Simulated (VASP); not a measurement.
# Al (I4/mmm) in VASP: a series of runs

Al is run at these levels: PBEsol; tasks: single point.

Everything below comes from runs of VASP 6.6.1. Logs are shortened: lines on timing, memory, paths and dates and some standing lists are left out, and cuts for length are marked.

## 1. The cell of the first run

Symmetry: I4/mmm, No. 139, tetragonal system. The conventional cell has a = 3.235 Å, b = 3.235 Å, c = 3.182 Å, α = 90.00°, β = 90.00°, γ = 90.00°. Al (site symmetry 4/mmm) has 14 Al at 2.79 to 3.24 Å within 3.7 Å.

## 2. Single point, PBEsol

File INCAR:

```
  PREC = Accurate
  ENCUT = 520
  EDIFF = 1E-6
  ISMEAR = -1
  SIGMA = 0.1
  LREAL = F
  LASPH = T
  NELM = 80
  ALGO = Normal
  ISIF = 2
  LWAVE = F
  LCHARG = F
  GGA = PS
  NBANDS = 8
```

File KPOINTS:

```
Automatic mesh
0
Gamma
  15 15 15
```

File POSCAR:

```
Al
1.0
   -1.6177390015      1.6177390015      1.5912186900
    1.6177390015     -1.6177390015      1.5912186900
    1.6177390015      1.6177390015     -1.5912186900
Al
1
Direct
    0.0000000000      0.0000000000      0.0000000000
```

Potentials or basis: VASP PAW PBE potentials, release 64 (Al).

Run with:

```
$ cat potpaw_PBE.64/Al/POTCAR > POTCAR
$ mpirun -np 1 vasp_std > vasp.out
```

OUTCAR:

```text
PREC = Accurate
   ENCUT = 520
   EDIFF = 1E-6
   ISMEAR = -1
   LREAL = F
   LASPH = T
   NELM = 80
   ISIF = 2
   GGA = PS

 ion  position               nearest neighbor table
   1  0.000  0.000  0.000-

  LATTYP: Found a body centered tetragonal cell.
 ALAT       =     3.2354780030
 C/A-ratio  =     0.9836065574

  Lattice vectors:

 A1 = (  -1.6177390015,   1.6177390015,   1.5912186900)
 A2 = (   1.6177390015,  -1.6177390015,   1.5912186900)
 A3 = (   1.6177390015,   1.6177390015,  -1.5912186900)

Analysis of symmetry for initial positions (statically):
=====================================================================
 Subroutine PRICEL returns:
 Original cell was already a primitive cell.

 Routine SETGRP: Setting up the symmetry group for a
 body centered tetragonal supercell.

 Subroutine GETGRP returns: Found 16 space group operations
 (whereof 16 operations were pure point group operations)
 out of a pool of 16 trial point group operations.

The static configuration has the point symmetry D_4h.

Analysis of symmetry for dynamics (positions and initial velocities):
=====================================================================
 Subroutine PRICEL returns:
 Original cell was already a primitive cell.

 Routine SETGRP: Setting up the symmetry group for a
 body centered tetragonal supercell.

 Subroutine GETGRP returns: Found 16 space group operations
 (whereof 16 operations were pure point group operations)
 out of a pool of 16 trial point group operations.

The dynamic configuration has the point symmetry D_4h.

 Subroutine INISYM returns: Found 16 space group operations
 (whereof 16 operations are pure point group operations),
 and found     1 'primitive' translations

----------------------------------------------------------------------------------------

                                     Primitive cell

  volume of cell :      16.6574

  direct lattice vectors                    reciprocal lattice vectors
    -1.617739001  1.617739001  1.591218690     0.000000000  0.309073342  0.314224565
     1.617739001 -1.617739001  1.591218690     0.309073342  0.000000000  0.314224565
     1.617739001  1.617739001 -1.591218690     0.309073342  0.309073342  0.000000000

  length of vectors
     2.786778763  2.786778763  2.786778763     0.440753228  0.440753228  0.437095712
[... 78 lines left out ...]
   NELM   =     80;   NELMIN=  2; NELMDL= -5     # of ELM steps
   EDIFF  = 0.1E-05   stopping-criterion for ELM
   LREAL  =      F    real-space projection
   EDIFFG = 0.1E-04   stopping-criterion for IOM
   NSW    =      0    number of steps for IOM
   IBRION =     -1    ionic relax: 0-MD 1-quasi-New 2-CG
   NFREE  =      0    steps in history (QN), initial steepest desc. (CG)
   ISIF   =      2    stress and relaxation
   ISYM   =      2    0-nonsym 1-usesym 2-fastsym
   POTIM  = 0.5000    time-step for ionic-motion
   TEBEG  =    0.0;   TEEND  =   0.0 temperature during run
   PSTRESS=    0.0 pullay stress
   NELECT =       3.0000    total number of electrons
   NUPDOWN=      -1.0000    fix difference up-down
   EMIN   =  10.00;   EMAX   =-10.00  energy-range for DOS
   EFERMI =   0.00;   METHOD = LEGACY
   ISMEAR =    -1;   SIGMA  =   0.10  broadening in eV -4-tet -1-fermi 0-gaus
   EFERMI_NEDOS =   21; number of points for ismear=-14 and -15
   IALGO  =     38    algorithm
   IMIX   =      4    mixing-type and parameters
     AMIX     =   0.40;   BMIX     =  1.00
     AMIX_MAG =   1.60;   BMIX_MAG =  1.00
  volume/ion in A,a.u.               =      16.66       112.41
  Fermi-wavevector in a.u.,A,eV,Ry     =   0.924513  1.747076 11.629228  0.854724
  Thomas-Fermi vector in A             =   2.050267
   LORBIT       =      0    0 simple, 1 ext, 2 COOP (PROOUT), +10 PAW based schemes
   GGA     = PS    functional components
   LHFCALC =     F    Hartree Fock is set to
   AEXX    =    0.0000 exact exchange contribution
   IVDW    =     0    specifies the selected vdW correction
   LEPSILON=     F    determine dielectric tensor
   LRPA    =     F    only Hartree local field effects (RPA)
 non-spin polarized calculation
  energy-cutoff  :      520.00
  volume of cell :       16.66
 maximum number of plane-waves:       462
 NGX is ok and might be reduce to    24
   NGX = 11   NGY = 11   NGZ = 11

 number of electron       3.0000000 magnetization

 Free energy of the ion-electron system (eV)
  ---------------------------------------------------
  ext. energy  EPLUGINS =         0.00000000
  ---------------------------------------------------
  free energy    TOTEN  =        -4.00220315 eV

  energy without entropy =       -3.98802870  energy(sigma->0) =       -3.99511592

 E-fermi :   7.8448     XC(G=0): -10.2260

 val. band max:        7.8444530755   @ k =  -0.4000   0.3333   0.0000
 cond. band min:       7.8662637539   @ k =   0.4000   0.2667   0.0667
 fundamental gap:      0.0218106784
 Fermi energy:         7.8447625736

 k-point     1 :       0.0000    0.0000    0.0000
  band No.  band energies     occupation
      1      -3.2084      2.00000
      2      20.7842      0.00000
      3      21.1694      0.00000
      4      21.1694      0.00000
      5      22.3236      0.00000
      6      22.3236      0.00000
      7      22.5091      0.00000
      8      23.8275      0.00000
[... 243 lines left out ...]
 k-point    24 :       0.2000    0.1333    0.0000
  band No.  band energies     occupation
      1      -0.7869      2.00000
      2      11.8355      0.00000
      3      13.5683      0.00000
      4      16.7457      0.00000
      5      20.7782      0.00000
      6      22.0654      0.00000
      7      24.4735      0.00000
      8      26.8008      0.00000

 [... further k-points ...]

------------------------ aborting loop because EDIFF is reached ----------------------------------------

  FORCE on cell =-STRESS in cart. coord.  units (eV):
  Direction    XX          YY          ZZ          XY          YZ          ZX
  --------------------------------------------------------------------------------------
  -------------------------------------------------------------------------------------
  Total       -0.0012544     -0.0012544     -0.0896118      0.0000000     -0.0000000      0.0000000
  in kB       -0.1206539     -0.1206539     -8.6192389      0.0000000     -0.0000000      0.0000000
  external PRESSURE =      -2.9535155 kB  Pullay stress =       0.0000000 kB

 VOLUME and BASIS-vectors are now :
 -----------------------------------------------------------------------------
  energy-cutoff  :      520.00
  volume of cell :       16.66
      direct lattice vectors                 reciprocal lattice vectors
    -1.617739001  1.617739001  1.591218690     0.000000000  0.309073342  0.314224565
     1.617739001 -1.617739001  1.591218690     0.309073342  0.000000000  0.314224565
     1.617739001  1.617739001 -1.591218690     0.309073342  0.309073342  0.000000000

 POSITION                                       TOTAL-FORCE (eV/Angst)
 -----------------------------------------------------------------------------------
      0.00000      0.00000      0.00000         0.000000      0.000000      0.000000
 -----------------------------------------------------------------------------------
    total drift:                                0.000000     -0.000000     -0.000000

  FREE ENERGIE OF THE ION-ELECTRON SYSTEM (eV)
  ---------------------------------------------------
  free  energy   TOTEN  =        -4.0022031453 eV

  energy  without entropy=       -3.9880286992  energy(sigma->0) =       -3.99511592
```

stdout:

```text
POSCAR found type information on POSCAR Al
 POSCAR found :  1 types and       1 ions
 scaLAPACK will be used
 -----------------------------------------------------------------------------
|                                                                             |
|                                                                             |
|     You enforced a specific xc type in the INCAR file but a different       |
|     I HOPE YOU KNOW WHAT YOU ARE DOING!                                     |
|                                                                             |
 -----------------------------------------------------------------------------

 LDA part: xc-table for (Slater+PW92), standard interpolation
 POSCAR, INCAR and KPOINTS ok, starting setup
 FFT: planning ... GRIDC
 FFT: planning ... GRID_SOFT
 FFT: planning ... GRID
 WAVECAR not read
 entering main loop
```

It took 8.3 s on 1 thread of Intel Xeon 6975P-C (Granite Rapids), shared host; peak memory 0.15 GiB.

What came out:

```
Free energy : -4.0022 eV
Pressure    : -0.3 GPa
```

Caveat: the PAW data sets were made with another functional, which shifts forces and pressure a little.

## 3. Single point, PBEsol

This run uses another cell than the first one, of 17.21 Å³/atom, 1.033 times its volume.

File INCAR:

```
ALGO = Normal
EDIFF = 1E-7
ENCUT = 520
GGA = PS
ISIF = 2
ISMEAR = -1
LASPH = True
LCHARG = True
LELF = True
LREAL = False
LVHAR = True
LWAVE = False
NBANDS = 8
NELM = 60
PREC = Accurate
SIGMA = 0.1
```

File KPOINTS:

```
k-points
0
Gamma
  15 15 15
```

File POSCAR:

```
Al
1.0
   -1.6442593130      1.6442593130      1.5912186900
    1.6442593130     -1.6442593130      1.5912186900
    1.6442593130      1.6442593130     -1.5912186900
Al
1
Direct
    0.0000000000      0.0000000000      0.0000000000
```

Potentials or basis: VASP PAW PBE potentials, release 64 (Al).

Run with:

```
$ cat potpaw_PBE.64/Al/POTCAR > POTCAR
$ mpirun -np 1 vasp_std > vasp.out
```

Run time: 12 s. Hardware: 1 thread of Intel Xeon 6975P-C (Granite Rapids), shared host; peak memory 0.15 GiB.

Results (log left out):

- Free energy: -3.9988 eV
- Pressure: -2.5 GPa

Stress tensor (GPa, compression positive):
```
-1.93  0.00  0.00
 0.00 -1.93  0.00
 0.00  0.00 -3.48
```

Levels at points of the mesh, in eV from the Fermi level:
```
           k point  band 1  band 2  band 3  band 4  band 5  band 6
(0.00, 0.00, 0.00)  -10.82   12.53   13.28   13.28   13.94   13.94
```

Caveat: the PAW data sets were made with another functional, which shifts forces and pressure a little.

## 4. Single point, PBEsol

This run uses another cell than the first one, of 17.77 Å³/atom, 1.067 times its volume.

File INCAR:

```
SYSTEM = Al
  ALGO = Normal
  EDIFF = 1E-6
  ENCUT = 520
  GGA = PS
  ISIF = 2
  ISMEAR = -1
  LASPH = .TRUE.
  LCHARG = .FALSE.
  LREAL = .FALSE.
  LWAVE = .FALSE.
  NBANDS = 8
  NELM = 100
  PREC = Accurate
  SIGMA = 0.1
```

File KPOINTS:

```
k-points
0
G
  15 15 15
  0 0 0
```

File POSCAR:

```
Al
1.0
   -1.6707796245      1.6707796245      1.5912186900
    1.6707796245     -1.6707796245      1.5912186900
    1.6707796245      1.6707796245     -1.5912186900
Al
1
Direct
    0.0000000000      0.0000000000      0.0000000000
```

Run with:

```
$ cat potpaw_PBE.64/Al/POTCAR > POTCAR
$ mpirun -np 1 vasp_std > vasp.out
```

Run time: 9.1 s. Hardware: 1 thread of Intel Xeon 6975P-C (Granite Rapids), shared host; peak memory 0.15 GiB.

The run converged. Its results:

```
Free energy : -3.9891 eV
Pressure    : -4.3 GPa
```

Stress tensor (GPa, compression positive):
```
-3.61  0.00  0.00
 0.00 -3.61  0.00
 0.00  0.00 -5.61
```

Levels at points of the mesh, in eV from the Fermi level:
```csv
k point,band 1,band 2,band 3,band 4,band 5
"(0.00, 0.00, 0.00)",-10.59,12.14,13.24,13.24,13.43
```

Caveat: the PAW data sets were made with another functional, which shifts forces and pressure a little.

## 5. The runs side by side

| cell | gap on the mesh (eV) | pressure (GPa) |
| --- | --- | --- |
| a = 2.787 Å, angles 109.0, 109.0, 110.4°, 1 atom | none | -0.3 |
| a = 2.818 Å, angles 108.6, 108.6, 111.2°, 1 atom | none | -2.5 |
| a = 2.849 Å, angles 108.2, 108.2, 112.1°, 1 atom | none | -4.3 |

Alike in all rows: task single point; level PBEsol; potentials or basis VASP PAW PBE potentials, release 64 (Al); no spin polarisation; k mesh 15 × 15 × 15; cutoff (eV) 520; smearing fermi-dirac 0.1 eV.

Caveats: the PAW data sets were made with another functional, which shifts forces and pressure a little.

Absolute energies hang on the potentials; compare differences alone.
